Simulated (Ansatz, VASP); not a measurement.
## HfN in VASP and in Ansatz

```xyz
4
Lattice="3.1887 0.0000 0.0000 -1.5943 2.7615 0.0000 0.0000 0.0000 5.5114" Properties=species:S:1:pos:R:3 pbc="T T T"
Hf    1.5943    0.9205    4.1336
Hf    0.0000    1.8410    1.3779
N     0.0000    0.0000    0.0000
N     0.0000    0.0000    2.7557
```

Alike in both runs: task single point; functional LDA; k mesh 8 × 8 × 4; occupations fermi-dirac, width 0.05 eV; no spin polarisation.

|  | VASP | Ansatz |
| --- | --- | --- |
| version | VASP 6.6.1 | Ansatz 0.2.0 |
| potentials or method | VASP PAW LDA potentials, release 64 (Hf_pv, N), cutoff 520 eV | plane waves, PAW |
| valence electrons in the cell | 30 | 62 |

```csv
,VASP,Ansatz,Ansatz less VASP
pressure (GPa),-21.8,-20.7,+1.13
"traceless stress, the component that is largest in VASP (GPa)",-0.19,-0.15,+0.040
```

LDA's correlation is that of Perdew and Zunger in VASP and of Perdew and Wang (1992) in Ansatz. VASP's potentials hold 30 valence electrons a cell and Ansatz's 62, so a difference there can come from the potentials and not from the codes.

Neither program's run includes spin-orbit coupling.
